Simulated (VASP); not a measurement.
Input of a VASP 6.6.1 run:

The input INCAR:

```
SYSTEM = BN
ALGO     = Normal         ! electronic algorithm
EDIFF    = 1E-6           ! SCF threshold, eV
ENCUT    = 520            ! plane-wave cutoff, eV
GGA      = PE             ! functional
ISIF     = 2              ! what is computed and relaxed
ISMEAR   = 0              ! smearing method
LASPH    = .True.         ! aspherical terms in the spheres
LCHARG   = .False.        ! write CHGCAR
LREAL    = .False.        ! projectors in reciprocal space
LWAVE    = .False.        ! write WAVECAR
NBANDS   = 11             ! bands
NELM     = 60             ! most SCF steps
PREC     = Accurate       ! precision mode
SIGMA    = 0.1            ! smearing width, eV
```

The input KPOINTS:

```
k-points
0
Gamma
  8 8 6
  0 0 0
```

File POSCAR:

```
BN
1.0
    1.6349666400     -1.7278774100      0.0000000000
    1.6349666400      1.7278774100      0.0000000000
    0.0000000000      0.0000000000      3.3648703100
B N
1 1
Direct
    0.0000000000      0.0000000000      0.0000000000
    0.5000000000      0.5000000000      0.5000000000
```

Potentials or basis: VASP PAW PBE potentials, release 64 (B, N).

The run is started by

```bash
$ cat potpaw_PBE.64/B/POTCAR potpaw_PBE.64/N/POTCAR > POTCAR
$ mpirun -np 1 vasp_std > vasp.out
```

(1) What does it give for the pressure?

(2) Estimate the band gap on the k mesh.

Answers

(1) -32.2 GPa.

(2) zero (bands 4 and 5 overlap by 3.08 eV).

Caveat: the stress differs along the axes, from -38 to -26 GPa.
